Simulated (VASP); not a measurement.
# K (Im-3m) in VASP: notebook

The runs below take K through single point, relaxation of cell and atoms, with PBE.

All numbers are computed with VASP 6.6.1; they aren't measurements. Logs are shortened: lines on timing, memory, paths and dates and some standing lists are left out, and cuts for length are marked.

### 1 The cell of the first run

The structure is cubic, space group Im-3m (No. 229). The conventional cell has a = 5.228 Å, b = 5.228 Å, c = 5.228 Å, α = 90.00°, β = 90.00°, γ = 90.00°.

### 2 Single point, PBE (volume scaled by 0.97)

Contents of INCAR:

```
ALGO     = Normal         # electronic algorithm
EDIFF    = 1E-7           # SCF threshold, eV
ENCUT    = 520            # plane-wave cutoff, eV
GGA      = PE             # functional
ISIF     = 2              # what is computed and relaxed
ISMEAR   = 0              # smearing method
LASPH    = True           # aspherical terms in the spheres
LCHARG   = False          # write CHGCAR
LREAL    = False          # projectors in reciprocal space
LWAVE    = False          # write WAVECAR
NBANDS   = 10             # bands
NELM     = 80             # most SCF steps
PREC     = Accurate       # precision mode
SIGMA    = 0.1            # smearing width, eV
```

Contents of KPOINTS:

```
k-points
0
Gamma
  12 12 12
```

Contents of POSCAR:

```
K
1.0
   -2.6142474323      2.6142474323      2.6142474323
    2.6142474323     -2.6142474323      2.6142474323
    2.6142474323      2.6142474323     -2.6142474323
K
1
Direct
    0.0000000000      0.0000000000      0.0000000000
```

Potentials or basis: VASP PAW PBE potentials, release 64 (K_sv).

The run is started by

```sh
$ cat potpaw_PBE.64/K_sv/POTCAR > POTCAR
$ mpirun -np 1 vasp_std > vasp.out
```

OUTCAR:

```text
EDIFF = 1E-7
   ENCUT = 520
   GGA = PE
   ISIF = 2
   ISMEAR = 0
   LASPH = True
   LREAL = False
   NELM = 80
   PREC = Accurate

 ion  position               nearest neighbor table
   1  0.000  0.000  0.000-

  LATTYP: Found a body centered cubic cell.
 ALAT       =     5.2284948646

  Lattice vectors:

 A1 = (  -2.6142474323,   2.6142474323,   2.6142474323)
 A2 = (   2.6142474323,  -2.6142474323,   2.6142474323)
 A3 = (   2.6142474323,   2.6142474323,  -2.6142474323)

Analysis of symmetry for initial positions (statically):
=====================================================================
 Subroutine PRICEL returns:
 Original cell was already a primitive cell.

 Routine SETGRP: Setting up the symmetry group for a
 body centered cubic supercell.

 Subroutine GETGRP returns: Found 48 space group operations
[... 9 lines left out ...]

 Routine SETGRP: Setting up the symmetry group for a
 body centered cubic supercell.

 Subroutine GETGRP returns: Found 48 space group operations
[... 11 lines left out ...]
                                     Primitive cell

  volume of cell :      71.4661

  direct lattice vectors                    reciprocal lattice vectors
    -2.614247432  2.614247432  2.614247432     0.000000000  0.191259631  0.191259631
     2.614247432 -2.614247432  2.614247432     0.191259631  0.000000000  0.191259631
     2.614247432  2.614247432 -2.614247432     0.191259631  0.191259631  0.000000000

  length of vectors
     4.528009376  4.528009376  4.528009376     0.270481965  0.270481965  0.270481965

  position of ions in fractional coordinates (direct lattice)
     0.000000000  0.000000000  0.000000000

  ion indices of the primitive-cell ions
   primitive index   ion index
                 1           1

----------------------------------------------------------------------------------------

 KPOINTS: k-points

Automatic generation of k-mesh.
 Grid dimensions read from file:
 generate k-points for:   12   12   12

 Generating k-lattice:

  Cartesian coordinates                     Fractional coordinates (reciprocal lattice)
     0.000000000  0.015938303  0.015938303     0.083333333  0.000000000  0.000000000
     0.015938303  0.000000000  0.015938303     0.000000000  0.083333333  0.000000000
     0.015938303  0.015938303  0.000000000     0.000000000  0.000000000  0.083333333

[... 50 lines left out ...]
   ISPIN  =      1    spin polarized calculation?
   LNONCOLLINEAR =      F non collinear calculations
   LSORBIT =      F    spin-orbit coupling
   LASPH  =      T    aspherical Exc in radial PAW
   ENCUT  =  520.0 eV  38.22 Ry    6.18 a.u.   8.42  8.42  8.42*2*pi/ulx,y,z
   NELM   =     80;   NELMIN=  2; NELMDL= -5     # of ELM steps
   EDIFF  = 0.1E-06   stopping-criterion for ELM
   LREAL  =      F    real-space projection
   EDIFFG = 0.1E-05   stopping-criterion for IOM
   NSW    =      0    number of steps for IOM
   IBRION =     -1    ionic relax: 0-MD 1-quasi-New 2-CG
   NFREE  =      0    steps in history (QN), initial steepest desc. (CG)
   ISIF   =      2    stress and relaxation
   ISYM   =      2    0-nonsym 1-usesym 2-fastsym
   POTIM  = 0.5000    time-step for ionic-motion
   TEBEG  =    0.0;   TEEND  =   0.0 temperature during run
   PSTRESS=    0.0 pullay stress
   NELECT =       9.0000    total number of electrons
   NUPDOWN=      -1.0000    fix difference up-down
   EMIN   =  10.00;   EMAX   =-10.00  energy-range for DOS
   EFERMI =   0.00;   METHOD = LEGACY
   ISMEAR =     0;   SIGMA  =   0.10  broadening in eV -4-tet -1-fermi 0-gaus
   EFERMI_NEDOS =   21; number of points for ismear=-14 and -15
   IALGO  =     38    algorithm
   IMIX   =      4    mixing-type and parameters
     AMIX     =   0.40;   BMIX     =  1.00
     AMIX_MAG =   1.60;   BMIX_MAG =  1.00
  volume/ion in A,a.u.               =      71.47       482.28
  Fermi-wavevector in a.u.,A,eV,Ry     =   0.820583  1.550676  9.161562  0.673356
  Thomas-Fermi vector in A             =   1.931590
   LORBIT       =      0    0 simple, 1 ext, 2 COOP (PROOUT), +10 PAW based schemes
   GGA     = PE    functional components
   LHFCALC =     F    Hartree Fock is set to
   AEXX    =    0.0000 exact exchange contribution
   IVDW    =     0    specifies the selected vdW correction
   LEPSILON=     F    determine dielectric tensor
   LRPA    =     F    only Hartree local field effects (RPA)
 non-spin polarized calculation
 Gauss-broadening in eV      SIGMA  =   0.10
  energy-cutoff  :      520.00
  volume of cell :       71.47
 maximum number of plane-waves:      1961
 NGX is ok and might be reduce to    36
   NGX = 17   NGY = 17   NGZ = 17

 number of electron       9.0000000 magnetization

 Free energy of the ion-electron system (eV)
  ---------------------------------------------------
  ext. energy  EPLUGINS =         0.00000000
  ---------------------------------------------------
  free energy    TOTEN  =        -1.04746367 eV

  energy without entropy =       -1.04259973  energy(sigma->0) =       -1.04503170

 E-fermi :  -0.0676     XC(G=0):  -5.7210

 val. band max:       -0.0885259592   @ k =   0.2500   0.2500   0.0000
 cond. band min:      -0.0221752308   @ k =   0.3333   0.1667   0.0000
 fundamental gap:      0.0663507284
 Fermi energy:        -0.0676364056

 k-point     1 :       0.0000    0.0000    0.0000
  band No.  band energies     occupation
      1     -32.1709      2.00000
      2     -15.6184      2.00000
      3     -15.6184      2.00000
      4     -15.6184      2.00000
      5      -2.2532      2.00000
      6       4.2668      0.00000
      7       4.2668      0.00000
      8       4.2668      0.00000
      9       5.1938      0.00000
     10       5.1938      0.00000
[... 287 lines left out ...]
 k-point    24 :       0.4167    0.0833    0.0833
  band No.  band energies     occupation
      1     -32.1661      2.00000
      2     -15.6879      2.00000
      3     -15.6463      2.00000
      4     -15.6231      2.00000
      5       0.5677      0.00000
      6       0.7312      0.00000
      7       2.7301      0.00000
      8       4.6312      0.00000
      9       5.7419      0.00000
     10       5.7504      0.00000

 [... further k-points ...]
[... 5 lines left out ...]
  --------------------------------------------------------------------------------------
  -------------------------------------------------------------------------------------
  Total        0.0491429      0.0491429      0.0491429      0.0000000      0.0000000     -0.0000000
  in kB        1.1017192      1.1017192      1.1017192      0.0000000      0.0000000     -0.0000000
  external PRESSURE =       1.1017192 kB  Pullay stress =       0.0000000 kB

 VOLUME and BASIS-vectors are now :
 -----------------------------------------------------------------------------
  energy-cutoff  :      520.00
  volume of cell :       71.47
      direct lattice vectors                 reciprocal lattice vectors
    -2.614247432  2.614247432  2.614247432     0.000000000  0.191259631  0.191259631
     2.614247432 -2.614247432  2.614247432     0.191259631  0.000000000  0.191259631
     2.614247432  2.614247432 -2.614247432     0.191259631  0.191259631  0.000000000

 POSITION                                       TOTAL-FORCE (eV/Angst)
 -----------------------------------------------------------------------------------
      0.00000      0.00000      0.00000         0.000000     -0.000000      0.000000
 -----------------------------------------------------------------------------------
    total drift:                               -0.000000      0.000000      0.000000

  FREE ENERGIE OF THE ION-ELECTRON SYSTEM (eV)
  ---------------------------------------------------
  free  energy   TOTEN  =        -1.0474636723 eV

  energy  without entropy=       -1.0425997333  energy(sigma->0) =       -1.04503170
```

stdout:

```text
POSCAR found type information on POSCAR K
 POSCAR found :  1 types and       1 ions
 scaLAPACK will be used
 LDA part: xc-table for (Slater+PW92), standard interpolation
 POSCAR, INCAR and KPOINTS ok, starting setup
 FFT: planning ... GRIDC
 FFT: planning ... GRID_SOFT
 FFT: planning ... GRID
 WAVECAR not read
 entering main loop
```

It took 14 s on 1 thread of Intel Xeon 6975P-C (Granite Rapids), shared host; peak memory 0.22 GiB.

What came out:

| Property | Result |
| --- | --- |
| Free energy | -1.0475 eV |
| Pressure | 0.1 GPa |

Levels at points of the mesh, in eV from the Fermi level:
```tsv
k point	band 1	band 2	band 3	band 4	band 5	band 6	band 7	band 8	band 9
(0.00, 0.00, 0.00)	-32.10	-15.55	-15.55	-15.55	-2.19	4.33	4.33	4.33	5.26
(0.50, 0.00, 0.00)	-32.10	-15.63	-15.58	-15.55	0.46	0.71	3.19	4.94	5.80
(0.50, 0.50, 0.50)	-32.09	-15.60	-15.60	-15.60	1.67	1.67	3.57	3.57	3.57
```

(Continued in part 2 of 2.)
